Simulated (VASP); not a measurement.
CsCdCl3, 5 atoms in the cell. The structure is tetragonal, space group P4/mmm (No. 123). Conventional cell: a = 5.122 Å, b = 5.122 Å, c = 5.044 Å, α = 90.00°, β = 90.00°, γ = 90.00°. Within 4.7 Å of Cs (site symmetry 4/mmm) lie 12 Cl at 3.59 to 3.62 Å and 8 Cd at 4.41 Å. Cd (site symmetry 4/mmm) has 6 Cl at 2.52 to 2.56 Å within 3.3 Å. Cl (site symmetry mmm) has 2 Cd at 2.56 Å within 3.4 Å. Cl (site symmetry 4/mmm) has 2 Cd at 2.52 Å within 3.3 Å.  This cell differs from its parent crystal: strain -0.015 along x and y, -0.030 along z.

| Property | Result |
| --- | --- |
| Program | VASP 6.6.1 |
| Task | single point |
| Functional | LDA |
| Potentials or basis | VASP PAW LDA potentials, release 64 (Cs_sv, Cd, Cl) |
| Cutoff | 520 eV |
| k mesh | 6 × 6 × 6 |
| Occupations | gaussian, width 0.05 eV |
| Spin | no spin polarisation |
| Dipole correction | no |
| Further INCAR settings | ALGO = Normal; EDIFF = 1e-07; NBANDS = 29 |

Potentials or basis: VASP PAW LDA potentials, release 64 (Cs_sv, Cd, Cl).

The run is started by

```sh
$ cat potpaw_LDA.64/Cs_sv/POTCAR potpaw_LDA.64/Cd/POTCAR potpaw_LDA.64/Cl/POTCAR > POTCAR
$ mpirun -np 1 vasp_std > vasp.out
```

Hardware: 1 thread of Intel(R) Xeon(R) 6975P-C (Granite Rapids) (shared host).

**Question.** Estimate the wall time of this run.

**Answer.** It took 59 s on 1 thread of Intel(R) Xeon(R) 6975P-C (Granite Rapids) (shared host), peak memory 0.29 GiB. Counts: scf iterations 14, k points 40.
